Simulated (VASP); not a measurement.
InWS4, 6 atoms in the cell. Symmetry: P6mm, No. 183, hexagonal system. Conventional cell: a = 5.942 Å, b = 5.942 Å, c = 5.048 Å, α = 90.00°, β = 90.00°, γ = 120.00°. Within 2.9 Å of In (site symmetry 6mm) lie 2 W at 2.17 to 2.88 Å. W (site symmetry 6mm) has 2 In at 2.17 to 2.88 Å within 2.9 Å. Within 3.6 Å of S (site symmetry 3m) lie 5 S at 2.49 to 3.43 Å and 3 W at 3.54 Å. S (site symmetry 3m) has 5 S at 2.49 to 3.43 Å and 3 In at 3.47 Å within 3.5 Å. The cell was built from a structure type or drawn by symmetry, and may not be a known phase.

* Program: VASP 6.6.1
* Task: relaxation of cell and atoms
* Functional: PBE
* Potentials or basis: VASP PAW PBE potentials, release 64 (In_d, W_sv, S)
* Cutoff: 600 eV
* k mesh: 3 × 3 × 4
* Occupations: gaussian, width 0.1 eV
* Spin: collinear spin, zero start
* Starting moments: [0.0, 0.0, 0.0, 0.0, 0.0, 0.0] μB
* Dipole correction: no
* Further INCAR settings: ALGO = Normal; EDIFF = 1e-06; IBRION = 2; EDIFFG = -0.04; NSW = 90; ISIF = 3

Potentials or basis: VASP PAW PBE potentials, release 64 (In_d, W_sv, S).

The run is started by

```console
$ cat potpaw_PBE.64/In_d/POTCAR potpaw_PBE.64/W_sv/POTCAR potpaw_PBE.64/S/POTCAR > POTCAR
$ mpirun -np 1 vasp_std > vasp.out
```

Hardware: 1 thread of Intel(R) Xeon(R) Platinum 8259CL CPU @ 2.50GHz (Skylake/Cascade Lake), with other jobs on the host.

Problem. Estimate the wall time of this run.

Solution. Run time: 51 min on 1 thread of Intel(R) Xeon(R) Platinum 8259CL CPU @ 2.50GHz (Skylake/Cascade Lake), with other jobs on the host, peak memory 0.45 GiB. Counts: scf iterations 457, k points 9, ion steps 37.
